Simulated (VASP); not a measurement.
# Al3Cu2: single point with PBEsol

Crystal: Al3Cu2.

```
CELL_PARAMETERS angstrom
3.88902 0.00000 0.00000
-1.94451 3.36799 0.00000
0.00000 0.00000 4.73936
ATOMIC_POSITIONS crystal
Al 0.00000 0.00000 0.00000
Al 0.33333 0.66667 0.35389
Al 0.66667 0.33333 0.64611
Cu 0.33333 0.66667 0.84433
Cu 0.66667 0.33333 0.15567
```

```json
{
 "Program": "VASP 6.6.1",
 "Task": "single point",
 "Functional": "PBEsol",
 "Potentials or basis": "VASP PAW PBE potentials, release 64 (Al, Cu)",
 "Cutoff": "520 eV",
 "k mesh": "12 × 12 × 8",
 "Occupations": "gaussian, width 0.1 eV",
 "Spin": "no spin polarisation"
}
```

- Pressure: 25.3 GPa
- Band gap on the k mesh: zero (an odd number of electrons rules out a gap without spin polarisation)

Levels at points of the mesh, in eV from the Fermi level:
```tsv
k point	band 13	band 14	band 15	band 16	band 17	band 18
(0.00, 0.00, 0.00)	-4.13	-0.33	-0.33	1.46	1.46	3.39
(0.50, 0.00, 0.00)	-3.51	-3.43	-2.93	-0.68	0.27	0.45
(0.00, 0.00, 0.50)	1.21	1.21	1.28	1.28	1.67	2.85
(0.50, 0.00, 0.50)	-4.69	-3.93	-2.07	-0.22	0.80	1.39
```

Run time: 2.8 min on 1 thread of Intel(R) Xeon(R) 6975P-C (Granite Rapids), on a shared host, peak memory 0.29 GiB.

Caveat: the cell stands under pressure; the PAW data sets were made with another functional, which shifts forces and pressure a little.
